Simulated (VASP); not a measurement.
# Ge (Cmmm) in VASP: a series of runs

The runs below take Ge through single point, with PBE.

Program: VASP 6.6.1. These are calculated values, not measurements. Logs are shortened: lines on timing, memory, paths and dates and some standing lists are left out, and cuts for length are marked.

## 1. The cell of the first run

It takes space group Cmmm (No. 65, orthorhombic). The conventional cell has a = 2.864 Å, b = 5.331 Å, c = 2.833 Å, α = 90.00°, β = 90.00°, γ = 90.00°. Ge (site symmetry mmm) has 8 Ge at 2.83 to 3.03 Å within 3.7 Å.

## 2. Single point, PBE (strain +0.025 along x and y, +0.050 along z)

INCAR

```
ALGO = Normal
EDIFF = 1E-6
ENCUT = 520
GGA = PE
ISIF = 2
ISMEAR = 0
LASPH = True
LCHARG = False
LREAL = False
LWAVE = False
NBANDS = 13
NELM = 60
PREC = Accurate
SIGMA = 0.15
```

KPOINTS

```
k-points
0
Gamma
  20 20 18
```

POSCAR

```
Ge
1.0
    1.4320777250     -2.6655289000      0.0000000000
    1.4320777250      2.6655289000      0.0000000000
    0.0000000000      0.0000000000      2.8331425500
Ge
1
Direct
    0.5000000000      0.5000000000      0.0000000000
```

Potentials or basis: VASP PAW PBE potentials, release 64 (Ge_d).

The run is started by

```
> cat potpaw_PBE.64/Ge_d/POTCAR > POTCAR
> mpirun -np 1 vasp_std > vasp.out
```

OUTCAR:

```text
EDIFF = 1E-6
   ENCUT = 520
   GGA = PE
   ISIF = 2
   ISMEAR = 0
   LASPH = True
   LREAL = False
   NELM = 60
   PREC = Accurate

 ion  position               nearest neighbor table
   1  0.500  0.500  0.000-

  LATTYP: Found a base centered orthorhombic cell.
 ALAT       =     2.8641554500
 B/A-ratio  =     1.8613018368
 C/A-ratio  =     0.9891720612

  Lattice vectors:

 A1 = (   1.4320777250,  -2.6655289000,   0.0000000000)
 A2 = (   1.4320777250,   2.6655289000,   0.0000000000)
 A3 = (   0.0000000000,   0.0000000000,   2.8331425500)

Analysis of symmetry for initial positions (statically):
=====================================================================
 Subroutine PRICEL returns:
 Original cell was already a primitive cell.

 Routine SETGRP: Setting up the symmetry group for a
 base centered orthorhombic supercell.

 Subroutine GETGRP returns: Found  8 space group operations
 (whereof  8 operations were pure point group operations)
 out of a pool of  8 trial point group operations.

The static configuration has the point symmetry D_2h.

Analysis of symmetry for dynamics (positions and initial velocities):
=====================================================================
 Subroutine PRICEL returns:
 Original cell was already a primitive cell.

 Routine SETGRP: Setting up the symmetry group for a
 base centered orthorhombic supercell.

 Subroutine GETGRP returns: Found  8 space group operations
 (whereof  8 operations were pure point group operations)
 out of a pool of  8 trial point group operations.

The dynamic configuration has the point symmetry D_2h.

 Subroutine INISYM returns: Found  8 space group operations
 (whereof  8 operations are pure point group operations),
 and found     1 'primitive' translations

----------------------------------------------------------------------------------------

                                     Primitive cell

  volume of cell :      21.6296

  direct lattice vectors                    reciprocal lattice vectors
     1.432077725 -2.665528900  0.000000000     0.349143061 -0.187580033  0.000000000
     1.432077725  2.665528900  0.000000000     0.349143061  0.187580033  0.000000000
     0.000000000  0.000000000  2.833142550     0.000000000  0.000000000  0.352964943

  length of vectors
     3.025870276  3.025870276  2.833142550     0.396342208  0.396342208  0.352964943

  position of ions in fractional coordinates (direct lattice)
     0.500000000  0.500000000  0.000000000

  ion indices of the primitive-cell ions
   primitive index   ion index
                 1           1

----------------------------------------------------------------------------------------

 KPOINTS: k-points

Automatic generation of k-mesh.
 Grid dimensions read from file:
 generate k-points for:   20   20   18

 Generating k-lattice:

  Cartesian coordinates                     Fractional coordinates (reciprocal lattice)
     0.017457153 -0.009379002  0.000000000     0.050000000  0.000000000  0.000000000
     0.017457153  0.009379002  0.000000000     0.000000000  0.050000000  0.000000000
     0.000000000  0.000000000  0.019609164     0.000000000  0.000000000  0.055555556

  Length of vectors
     0.019817110  0.019817110  0.019609164

  Shift w.r.t. Gamma in fractional coordinates (k-lattice)
     0.000000000  0.000000000  0.000000000

 Subroutine IBZKPT returns following result:
 ===========================================

 Found   1110 irreducible k-points:

 Following reciprocal coordinates:
            Coordinates               Weight
  0.000000  0.000000  0.000000      1.000000
  0.050000  0.000000  0.000000      4.000000
  0.100000  0.000000  0.000000      4.000000
  0.150000  0.000000  0.000000      4.000000
  0.200000  0.000000  0.000000      4.000000
  0.250000  0.000000  0.000000      4.000000
[... 16 lines left out ...]
 -0.400000  0.050000  0.000000      4.000000
 -0.350000  0.050000  0.000000      4.000000
 [... further k-points ...]
   k-points           NKPTS =   1110   k-points in BZ     NKDIM =   1110   number of bands    NBANDS=     13
   number of dos      NEDOS =    301   number of ions     NIONS =      1
   total plane-waves  NPLWV =  13824
   dimension x,y,z NGX =    24 NGY =   24 NGZ =   24
   dimension x,y,z NGXF=    48 NGYF=   48 NGZF=   48
   ions per type =               1
   NGX,Y,Z   is equivalent  to a cutoff of  13.19, 13.19, 14.08 a.u.
   NGXF,Y,Z  is equivalent  to a cutoff of  26.37, 26.37, 28.17 a.u.
 SYSTEM =  unknown system
   PREC   = accura    normal or accurate (medium, high low for compatibility)
   ISTART =      0    job   : 0-new  1-cont  2-samecut
   ICHARG =      2    charge: 1-file 2-atom 10-const
   ISPIN  =      1    spin polarized calculation?
   LNONCOLLINEAR =      F non collinear calculations
   LSORBIT =      F    spin-orbit coupling
   LASPH  =      T    aspherical Exc in radial PAW
   ENCUT  =  520.0 eV  38.22 Ry    6.18 a.u.   5.63  5.63  5.27*2*pi/ulx,y,z
   NELM   =     60;   NELMIN=  2; NELMDL= -5     # of ELM steps
   EDIFF  = 0.1E-05   stopping-criterion for ELM
   LREAL  =      F    real-space projection
   EDIFFG = 0.1E-04   stopping-criterion for IOM
   NSW    =      0    number of steps for IOM
   IBRION =     -1    ionic relax: 0-MD 1-quasi-New 2-CG
   NFREE  =      0    steps in history (QN), initial steepest desc. (CG)
   ISIF   =      2    stress and relaxation
   ISYM   =      2    0-nonsym 1-usesym 2-fastsym
   POTIM  = 0.5000    time-step for ionic-motion
   TEBEG  =    0.0;   TEEND  =   0.0 temperature during run
   PSTRESS=    0.0 pullay stress
   NELECT =      14.0000    total number of electrons
   NUPDOWN=      -1.0000    fix difference up-down
   EMIN   =  10.00;   EMAX   =-10.00  energy-range for DOS
   EFERMI =   0.00;   METHOD = LEGACY
   ISMEAR =     0;   SIGMA  =   0.15  broadening in eV -4-tet -1-fermi 0-gaus
   EFERMI_NEDOS =   21; number of points for ismear=-14 and -15
   IALGO  =     38    algorithm
   IMIX   =      4    mixing-type and parameters
     AMIX     =   0.40;   BMIX     =  1.00
     AMIX_MAG =   1.60;   BMIX_MAG =  1.00
  volume/ion in A,a.u.               =      21.63       145.96
  Fermi-wavevector in a.u.,A,eV,Ry     =   1.416124  2.676087 27.285233  2.005408
  Thomas-Fermi vector in A             =   2.537491
   LORBIT       =      0    0 simple, 1 ext, 2 COOP (PROOUT), +10 PAW based schemes
   GGA     = PE    functional components
   LHFCALC =     F    Hartree Fock is set to
   AEXX    =    0.0000 exact exchange contribution
   IVDW    =     0    specifies the selected vdW correction
   LEPSILON=     F    determine dielectric tensor
   LRPA    =     F    only Hartree local field effects (RPA)
 non-spin polarized calculation
 Gauss-broadening in eV      SIGMA  =   0.15
  energy-cutoff  :      520.00
  volume of cell :       21.63
 maximum number of plane-waves:       600
   NGX = 11   NGY = 11   NGZ = 11

 number of electron      13.9999990 magnetization

 Free energy of the ion-electron system (eV)
  ---------------------------------------------------
  ext. energy  EPLUGINS =         0.00000000
  ---------------------------------------------------
  free energy    TOTEN  =        -4.22650063 eV

  energy without entropy =       -4.22133389  energy(sigma->0) =       -4.22391726

 E-fermi :   5.2303     XC(G=0): -10.5602

 val. band max:        5.2226723565   @ k =   0.3500   0.1500   0.3889
 cond. band min:       5.2329534974   @ k =   0.4500   0.2500   0.5000
 fundamental gap:      0.0102811410
 Fermi energy:         5.2303153952

 k-point     1 :       0.0000    0.0000    0.0000
  band No.  band energies     occupation
      1     -19.4456      2.00000
      2     -19.4151      2.00000
      3     -19.3747      2.00000
      4     -19.3002      2.00000
      5     -19.2832      2.00000
      6      -6.8798      2.00000
      7      10.8211      0.00000
      8      12.0175      0.00000
      9      13.4035      0.00000
     10      14.6141      0.00000
     11      17.2666      0.00000
     12      19.2653      0.00000
     13      19.8787      0.00000

 k-point     2 :       0.0500    0.0000    0.0000
  band No.  band energies     occupation
      1     -19.4441      2.00000
      2     -19.4130      2.00000
      3     -19.3750      2.00000
      4     -19.3006      2.00000
      5     -19.2843      2.00000
      6      -6.8228      2.00000
      7      10.8756      0.00000
      8      11.7879      0.00000
      9      12.8364      0.00000
     10      14.7772      0.00000
     11      17.3605      0.00000
     12      18.8052      0.00000
     13      19.7407      0.00000

 k-point     3 :       0.1000    0.0000    0.0000
  band No.  band energies     occupation
      1     -19.4399      2.00000
      2     -19.4069      2.00000
      3     -19.3754      2.00000
      4     -19.3015      2.00000
      5     -19.2871      2.00000
      6      -6.6517      2.00000
      7      11.0166      0.00000
      8      11.0380      0.00000
      9      11.8364      0.00000
     10      15.0166      0.00000
     11      16.9076      0.00000
     12      18.7462      0.00000
     13      20.8313      0.00000
[... 305 lines left out ...]
 k-point    23 :      -0.4000    0.0500    0.0000
  band No.  band energies     occupation
      1     -19.4303      2.00000
      2     -19.3720      2.00000
      3     -19.3229      2.00000
      4     -19.3172      2.00000
      5     -19.3052      2.00000
      6      -3.7742      2.00000
      7       2.8200      2.00000
      8       8.2937      0.00000
      9      13.4615      0.00000
     10      13.8218      0.00000
     11      18.0639      0.00000
     12      22.3093      0.00000
     13      23.3211      0.00000

 k-point    24 :      -0.3500    0.0500    0.0000
  band No.  band energies     occupation
      1     -19.4277      2.00000
      2     -19.3784      2.00000
      3     -19.3309      2.00000
      4     -19.3182      2.00000
      5     -19.3031      2.00000
      6      -4.5127      2.00000
      7       4.2144      2.00000
      8       8.5725      0.00000
      9      12.9095      0.00000
     10      14.2444      0.00000
     11      17.3327      0.00000
     12      23.4760      0.00000
     13      24.2486      0.00000

 [... further k-points ...]

------------------------ aborting loop because EDIFF is reached ----------------------------------------

  FORCE on cell =-STRESS in cart. coord.  units (eV):
  Direction    XX          YY          ZZ          XY          YZ          ZX
  --------------------------------------------------------------------------------------
  -------------------------------------------------------------------------------------
  Total       -0.5556980     -0.7033379     -1.0332109      0.0000000      0.0000000      0.0000000
  in kB      -41.1624303    -52.0986167    -76.5334263      0.0000000      0.0000000      0.0000000
  external PRESSURE =     -56.5981578 kB  Pullay stress =       0.0000000 kB

 VOLUME and BASIS-vectors are now :
 -----------------------------------------------------------------------------
  energy-cutoff  :      520.00
  volume of cell :       21.63
      direct lattice vectors                 reciprocal lattice vectors
     1.432077725 -2.665528900  0.000000000     0.349143061 -0.187580033  0.000000000
     1.432077725  2.665528900  0.000000000     0.349143061  0.187580033  0.000000000
     0.000000000  0.000000000  2.833142550     0.000000000  0.000000000  0.352964943

 POSITION                                       TOTAL-FORCE (eV/Angst)
 -----------------------------------------------------------------------------------
      1.43208      0.00000      0.00000         0.000000     -0.000000      0.000000
 -----------------------------------------------------------------------------------
    total drift:                               -0.000000     -0.000000     -0.000000

  FREE ENERGIE OF THE ION-ELECTRON SYSTEM (eV)
  ---------------------------------------------------
  free  energy   TOTEN  =        -4.2265006278 eV

  energy  without entropy=       -4.2213338917  energy(sigma->0) =       -4.22391726
```

It took 61 s on 1 thread of Intel Xeon 6975P-C (Granite Rapids), shared host; peak memory 0.37 GiB.

Results:

```
Free energy            : -4.2265 eV
Pressure               : -5.7 GPa
Band gap on the k mesh : zero (band 7 reaches 11.02 eV, above the bottom of band 8 at 2.80 eV)
```

Stress tensor (GPa, compression positive):
```
-4.12  0.00  0.00
 0.00 -5.21  0.00
 0.00  0.00 -7.65
```

Levels at points of the mesh, in eV from the Fermi level:
| k point | band 4 | band 5 | band 6 | band 7 | band 8 | band 9 | band 10 | band 11 |
| --- | --- | --- | --- | --- | --- | --- | --- | --- |
| (0.00, 0.00, 0.00) | -24.53 | -24.51 | -12.11 | 5.59 | 6.79 | 8.17 | 9.38 | 12.04 |
| (0.50, 0.00, 0.00) | -24.54 | -24.53 | -7.49 | -4.72 | 3.41 | 7.42 | 9.07 | 15.02 |
| (0.50, 0.50, 0.00) | -24.54 | -24.52 | -8.29 | -4.91 | 5.07 | 8.47 | 8.99 | 14.29 |
| (0.00, 0.00, 0.50) | -24.55 | -24.54 | -9.02 | -5.08 | 9.04 | 10.40 | 15.23 | 15.61 |
| (0.50, 0.00, 0.50) | -24.53 | -24.46 | -4.13 | -2.16 | -1.25 | 3.81 | 5.74 | 10.91 |
| (0.50, 0.50, 0.50) | -24.53 | -24.48 | -5.01 | -2.29 | -1.86 | 3.45 | 7.39 | 12.59 |

Caveat: the cell differs from its parent crystal (strain +0.025 along x and y, +0.050 along z).

## 3. Single point, PBE (strain +0.050 along x and y, +0.025 along z)

INCAR

```
SYSTEM = Ge
ALGO     = Normal         ! electronic algorithm
EDIFF    = 1E-6           ! SCF threshold, eV
ENCUT    = 520            ! plane-wave cutoff, eV
GGA      = PE             ! functional
ISIF     = 2              ! what is computed and relaxed
ISMEAR   = 0              ! smearing method
LASPH    = .TRUE.         ! aspherical terms in the spheres
LCHARG   = .TRUE.         ! write CHGCAR
LELF     = .TRUE.         ! ELF
LREAL    = .FALSE.        ! projectors in reciprocal space
LVHAR    = .TRUE.       
LWAVE    = .FALSE.        ! write WAVECAR
NBANDS   = 13             ! bands
NELM     = 80             ! most SCF steps
PREC     = Accurate       ! precision mode
SIGMA    = 0.15           ! smearing width, eV
```

KPOINTS

```
k-points
0
G
  20 20 18
  0 0 0
```

POSCAR

```
Ge
1.0
    1.4670064500     -2.7305418000      0.0000000000
    1.4670064500      2.7305418000      0.0000000000
    0.0000000000      0.0000000000      2.7656867750
Ge
1
Direct
    0.5000000000      0.5000000000      0.0000000000
```

Potentials or basis: VASP PAW PBE potentials, release 64 (Ge_d).

The run is started by

```
> cat potpaw_PBE.64/Ge_d/POTCAR > POTCAR
> mpirun -np 1 vasp_std > vasp.out
```

Wall time 60 s (1 thread of Intel Xeon 6975P-C (Granite Rapids), shared host); peak memory 0.38 GiB.

Results (log left out):

```yaml
Free_energy: -4.2064 eV
Pressure: -6.6 GPa
Band_gap_on_the_k_mesh: zero (band 7 reaches 11.01 eV, above the bottom of band 8 at 2.57 eV)
```

Stress tensor (GPa, compression positive):
```
-7.25  0.00  0.00
 0.00 -7.86  0.00
 0.00  0.00 -4.66
```

Levels at points of the mesh, in eV from the Fermi level:
| k point | band 3 | band 4 | band 5 | band 6 | band 7 | band 8 | band 9 | band 10 | band 11 | band 12 |
| --- | --- | --- | --- | --- | --- | --- | --- | --- | --- | --- |
| (0.00, 0.00, 0.00) | -24.60 | -24.52 | -24.51 | -11.92 | 6.02 | 6.58 | 7.29 | 9.97 | 11.53 | 13.23 |
| (0.50, 0.00, 0.00) | -24.54 | -24.54 | -24.53 | -7.76 | -4.59 | 2.95 | 6.97 | 9.68 | 15.53 | 16.11 |
| (0.50, 0.50, 0.00) | -24.54 | -24.54 | -24.51 | -8.49 | -4.76 | 4.49 | 8.45 | 9.14 | 14.83 | 15.85 |
| (0.00, 0.00, 0.50) | -24.58 | -24.56 | -24.51 | -8.45 | -4.94 | 8.56 | 9.80 | 14.78 | 14.94 | 15.94 |
| (0.50, 0.00, 0.50) | -24.58 | -24.54 | -24.45 | -4.03 | -1.71 | -1.52 | 3.89 | 5.58 | 10.79 | 12.35 |
| (0.50, 0.50, 0.50) | -24.57 | -24.54 | -24.46 | -4.83 | -2.07 | -1.82 | 3.56 | 7.11 | 12.36 | 13.97 |

Caveat: the cell differs from its parent crystal (strain +0.050 along x and y, +0.025 along z).

## 4. Single point, PBE (strain +0.050 along x and y, +0.050 along z)

INCAR

```
SYSTEM = Ge
ALGO = Normal
EDIFF = 1E-7
ENCUT = 520
GGA = PE
ISIF = 2
ISMEAR = 0
LASPH = .True.
LCHARG = .False.
LREAL = .False.
LWAVE = .False.
NBANDS = 13
NELM = 100
PREC = Accurate
SIGMA = 0.15
```

KPOINTS

```
k-points
0
Gamma
  20 20 18
  0 0 0
```

Changes to POSCAR since step 3:

```diff
@@ -4,3 +4,3 @@
     1.4670064500      2.7305418000      0.0000000000
-    0.0000000000      0.0000000000      2.7656867750
+    0.0000000000      0.0000000000      2.8331425500
 Ge
```

The run is started by

```
> cat potpaw_PBE.64/Ge_d/POTCAR > POTCAR
> mpirun -np 1 vasp_std > vasp.out
```

Wall time 71 s (1 thread of Intel Xeon 6975P-C (Granite Rapids), shared host); peak memory 0.39 GiB.

The run converged. Its results:

* Free energy: -4.1868 eV
* Pressure: -7.3 GPa
* Band gap on the k mesh: zero (band 7 reaches 10.72 eV, above the bottom of band 8 at 2.48 eV)

Stress tensor (GPa, compression positive):
```
-7.04  0.00  0.00
 0.00 -7.66  0.00
 0.00  0.00 -7.19
```

Levels at points of the mesh, in eV from the Fermi level:
```
           k point  band 5  band 6  band 7  band 8  band 9  band 10
(0.00, 0.00, 0.00)  -24.51  -11.75    5.90    6.17    7.45     9.61
(0.50, 0.00, 0.00)  -24.53   -7.57   -4.46    3.10    7.11     9.02
(0.50, 0.50, 0.00)  -24.51   -8.30   -4.63    4.64    8.48     8.59
(0.00, 0.00, 0.50)  -24.52   -8.62   -4.80    8.43    9.68    14.78
(0.50, 0.00, 0.50)  -24.46   -4.21   -1.84   -1.31    3.91     5.46
(0.50, 0.50, 0.50)  -24.47   -5.01   -1.95   -1.87    3.57     6.99
```

Caveat: the cell differs from its parent crystal (strain +0.050 along x and y, +0.050 along z).

## 5. Summary

| cell | gap on the mesh (eV) | pressure (GPa) |
| --- | --- | --- |
| a = 3.026, b = 3.026, c = 2.833 Å, angles 90.0, 90.0, 123.5°, 1 atom | none | -5.7 |
| a = 3.100, b = 3.100, c = 2.766 Å, angles 90.0, 90.0, 123.5°, 1 atom | none | -6.6 |
| a = 3.100, b = 3.100, c = 2.833 Å, angles 90.0, 90.0, 123.5°, 1 atom | none | -7.3 |

Alike in all rows: task single point; level PBE; potentials or basis VASP PAW PBE potentials, release 64 (Ge_d); no spin polarisation; k mesh 20 × 20 × 18; cutoff (eV) 520; smearing gaussian 0.15 eV.

Absolute energies hang on the potentials; compare differences alone.
